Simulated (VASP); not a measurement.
Crystal: CaSe.

```
Se Ca
1.0
     0.00000    2.95600    2.95600
     2.95600    0.00000    2.95600
     2.95600    2.95600    0.00000
Se Ca
1 1
Direct
  0.50000 0.50000 0.50000
  0.00000 0.00000 0.00000
```

| Item | Value |
| --- | --- |
| Program | VASP 6.6.1 |
| Task | relaxation of cell and atoms |
| Functional | PBE |
| Potentials or basis | VASP PAW PBE potentials, release 64 (Se, Ca_sv) |
| Cutoff | 600 eV |
| k mesh | 8 × 8 × 8 |
| Occupations | fermi-dirac, width 0.05 eV |
| Spin | no spin polarisation |

At the start: pressure 1.4 GPa; volume 25.83 Å³/atom.

Task: Where does the relaxation end?

Result: Over 3 steps the energy falls by 2.9 meV/atom and the volume is 26.53 Å³/atom (+2.7 %); space group Fm-3m (No. 225, to 0.1 Å) before and after.

The path:
| step | energy change (eV) | largest force (eV/Å) | pressure (GPa) | volume (Å³) |
| --- | --- | --- | --- | --- |
| 1 | 0.0000 | 0.0000 | 1.36 | 51.66 |
| 2 | -0.0057 | 0.0000 | -0.22 | 53.32 |
| 3 | -0.0059 | 0.0000 | 0.00 | 53.07 |

Final structure:
```yaml
crystal:
  lattice:
    - [0.00000, 2.98265, 2.98265]
    - [2.98265, 0.00000, 2.98265]
    - [2.98265, 2.98265, 0.00000]
  atoms:
    - { symbol: Se, position: [0.50000, 0.50000, 0.50000] }
    - { symbol: Ca, position: [0.00000, 0.00000, 0.00000] }
```
